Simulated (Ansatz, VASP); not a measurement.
BN in VASP and in Ansatz

The input INCAR:

```
SYSTEM = BN
PREC = Accurate
ENCUT = 600
EDIFF = 1E-6
ISMEAR = 0
SIGMA = 0.05
LREAL = .FALSE.
LASPH = .TRUE.
NELM = 120
ALGO = Normal
ISIF = 2
LWAVE = .FALSE.
LCHARG = .FALSE.
GGA = PS
NBANDS = 36
GGA_COMPAT = .FALSE.
```

KPOINTS

```
regular mesh
0
G
  10 10 2
  0 0 0
```

The input POSCAR:

```
BN
1.0
   -2.5410113134      0.0000000000      0.0000000000
   -1.2705056567     -2.2005803487      0.0000000000
   -1.5882591214     -0.9169818313     12.6098865131
B N
6 6
Direct
    0.6406461135      0.6406461135      0.0624443320
    0.5017461135      0.5017461135      0.3957776653
    0.3628461135      0.3628461135      0.7291109987
   -0.0399372198     -0.0399372198      0.8957776653
    0.2378627802      0.2378627802      0.2291109987
    0.0989627802      0.0989627802      0.5624443320
    0.2759594398      0.2759594398      0.9376223347
    0.5537594398      0.5537594398      0.2709556680
    0.4148594398      0.4148594398      0.6042890013
    0.0120761065      0.0120761065      0.7709556680
    0.2898761065      0.2898761065      0.1042890013
    0.1509761065      0.1509761065      0.4376223347
```

Input for Ansatz:

```yaml
crystal:
  lattice:
    - [-2.5410113134, 0.0, 0.0]
    - [-1.2705056567, -2.2005803487, 0.0]
    - [-1.5882591214, -0.9169818313, 12.6098865131]
  atoms:
    - { symbol: B, position: [0.6406461135, 0.6406461135, 0.062444332] }
    - { symbol: B, position: [0.5017461135, 0.5017461135, 0.3957776653] }
    - { symbol: B, position: [0.3628461135, 0.3628461135, 0.7291109987] }
    - { symbol: B, position: [-0.0399372198, -0.0399372198, 0.8957776653] }
    - { symbol: B, position: [0.2378627802, 0.2378627802, 0.2291109987] }
    - { symbol: B, position: [0.0989627802, 0.0989627802, 0.562444332] }
    - { symbol: "N", position: [0.2759594398, 0.2759594398, 0.9376223347] }
    - { symbol: "N", position: [0.5537594398, 0.5537594398, 0.270955668] }
    - { symbol: "N", position: [0.4148594398, 0.4148594398, 0.6042890013] }
    - { symbol: "N", position: [0.0120761065, 0.0120761065, 0.770955668] }
    - { symbol: "N", position: [0.2898761065, 0.2898761065, 0.1042890013] }
    - { symbol: "N", position: [0.1509761065, 0.1509761065, 0.4376223347] }
basis:
  ecutwfc: 420
kpoints:
  mp_grid: { grid: [10, 10, 2] }
hamiltonian:
  xc: pbesol
scf:
  occupations: { method: gaussian, width: 0.05 }
output:
  forces: true
  stress: true
  eigenvalues: true
```

Alike in both runs: task single point; functional PBEsol; k mesh 10 × 10 × 2; occupations gaussian, width 0.05 eV; no spin polarisation.

|  | VASP | Ansatz |
| --- | --- | --- |
| version | VASP 6.6.1 | Ansatz 0.2.0 |
| potentials or method | VASP PAW PBE potentials, release 64 (B, N), cutoff 600 eV | scalar-relativistic, plane waves, PAW |
| valence electrons in the cell | 48 | 48 |

```tsv
	VASP	Ansatz	Ansatz less VASP
gap on the k mesh at the Fermi level (eV)	2.31	2.31	+0.004
least direct gap on the mesh (eV)	3.06	3.06	+0.006
pressure (GPa)	3.3	3.0	-0.31
traceless stress, the component that is largest in VASP (GPa)	16.92	17.03	+0.111
rms of the force components (eV/Å)	0.809	0.812	+0.0027
```

VASP's potentials were made for PBE, not for PBEsol. Atom by atom the forces differ by 0.005 eV/Å (rms over components).
